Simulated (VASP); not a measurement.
Wanted: the native input for a VASP 6.6.1 run.

| Item | Value |
| --- | --- |
| Task | relaxation of shape and atoms at fixed volume |
| Functional | PBE |
| Potentials or basis | VASP PAW PBE potentials, release 64 (Zn) |
| Cutoff | 600 eV |
| k mesh | 18 × 18 × 8 |
| Occupations | gaussian, width 0.1 eV |
| Spin | no spin polarisation |
| Dipole correction | no |
| Further INCAR settings | ALGO = Fast; EDIFF = 1e-06; IBRION = 2; EDIFFG = -0.01; NSW = 50; ISIF = 4 |

The structure of Zn lies in POSCAR:

```
Zn
1.0
    2.6742408264      0.0000000000      0.0000000000
   -1.3371204132      2.3159604915      0.0000000000
    0.0000000000      0.0000000000      5.2503068836
Zn
2
Direct
    0.3333333333      0.6666666667      0.2500000000
    0.6666666667      0.3333333333      0.7500000000
```

One way to write it, as run:

INCAR

```
PREC = Accurate ; ENCUT = 600
EDIFF = 1E-6 ; ISMEAR = 0
SIGMA = 0.1 ; LREAL = False
LASPH = True ; NELM = 100
ALGO = Fast ; ISIF = 4
LWAVE = False ; LCHARG = False
GGA = PE ; IBRION = 2
NSW = 50 ; EDIFFG = -0.01
```

KPOINTS

```
regular mesh
0
Gamma
  18 18 8
```

Potentials or basis: VASP PAW PBE potentials, release 64 (Zn).

The run is started by

```console
$ cat potpaw_PBE.64/Zn/POTCAR > POTCAR
$ mpirun -np 1 vasp_std > vasp.out
```

It gave:

```yaml
Energy_gained_by_relaxing: 0.3 meV/atom
Ionic_steps: 3
Pressure_after_relaxing: -3.0 GPa
Band_gap_on_the_k_mesh: zero (bands 12 and 13 overlap by 5.27 eV)
```

Run time: 2.1 min on 1 thread of AMD EPYC 9R45 96-Core Processor (Zen 5) (shared host), peak memory 0.21 GiB.
